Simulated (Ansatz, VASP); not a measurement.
C: VASP beside Ansatz

```
C
1.0
     1.23328   -2.03629    0.00000
     1.23328    2.03629    0.00000
     0.00000    0.00000    8.70702
C
4
Cartesian
  1.2333 1.6969 6.5329
  1.2333 -0.3394 2.1741
  1.2333 -1.6969 2.1741
  1.2333 0.3394 6.5329
```

Change from the starting cell: normal strain along x +0.0000, normal strain along y -0.0467.

Alike in both runs: task single point; functional PBE; k mesh 18 × 18 × 6; occupations gaussian, width 0.15 eV; no spin polarisation.

|  | VASP | Ansatz |
| --- | --- | --- |
| version | VASP 6.6.1 | Ansatz 0.2.0 |
| potentials or method | VASP PAW PBE potentials, release 64 (C), cutoff 520 eV | scalar-relativistic, plane waves, PAW |
| valence electrons in the cell | 16 | 16 |

|  | VASP | Ansatz | Ansatz less VASP |
| --- | --- | --- | --- |
| gap on the k mesh at the Fermi level (eV) | 0.52 | 0.52 | -0.001 |
| least direct gap on the mesh (eV) | 0.52 | 0.52 | -0.001 |
| pressure (GPa) | 17.7 | 17.3 | -0.36 |
| traceless stress, the component that is largest in VASP (GPa) | 27.72 | 27.46 | -0.262 |
| rms of the force components (eV/Å) | 0.528 | 0.524 | -0.0035 |

Atom by atom the forces differ by 0.004 eV/Å (rms over components).
